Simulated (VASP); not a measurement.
## BAs: single point with HSE06

The system is BAs.

```
B As
1.0
     0.00000    2.39187    2.43970
     2.39187    0.00000    2.43970
     2.39187    2.39187    0.00000
B As
1 1
Direct
  0.00000 0.00000 0.00000
  0.25000 0.25000 0.25000
```

This cell differs from its parent crystal: uniaxial z strain +2.0%.

```yaml
Program: VASP 6.6.1
Task: single point
Functional: HSE06
Potentials_or_basis: VASP PAW PBE potentials, release 64 (B, As)
Cutoff: 520 eV
k_mesh: 6 × 6 × 6
Occupations: gaussian, width 0.01 eV
Spin: no spin polarisation
```

```yaml
Pressure: -3.9 GPa
Band_gap_on_the_k_mesh: 1.81 eV (least direct gap 3.97 eV)
```

Stress tensor (GPa, compression positive):
```
-2.40  0.00  0.00
 0.00 -2.40  0.00
 0.00  0.00 -6.86
```

Levels at points of the mesh, in eV from the valence-band top:
| k point | band 1 | band 2 | band 3 | band 4 | band 5 | band 6 | band 7 | band 8 | band 9 |
| --- | --- | --- | --- | --- | --- | --- | --- | --- | --- |
| (0.00, 0.00, 0.00) | -16.79 | -0.20 | 0.00 | 0.00 | 3.97 | 3.97 | 4.10 | 5.47 | 10.43 |
| (0.50, 0.00, 0.00) | -13.69 | -9.58 | -2.14 | -1.89 | 3.32 | 5.53 | 5.69 | 9.91 | 13.80 |
| (0.50, 0.50, 0.00) | -12.34 | -9.52 | -4.29 | -4.29 | 2.19 | 2.27 | 12.62 | 12.62 | 14.00 |
| (0.50, 0.00, 0.50) | -12.17 | -9.35 | -4.50 | -4.47 | 1.96 | 2.02 | 12.47 | 12.77 | 14.18 |

Wall time 24 min on 1 thread of Intel(R) Xeon(R) Platinum 8259CL CPU @ 2.50GHz (Skylake/Cascade Lake), on a shared host, peak memory 0.27 GiB.

Caveat: the cell differs from its parent crystal (uniaxial z strain +2.0%); the cell stands under tension; the PAW data sets were made with another functional, which shifts forces and pressure a little. A k mesh can miss the band edges.
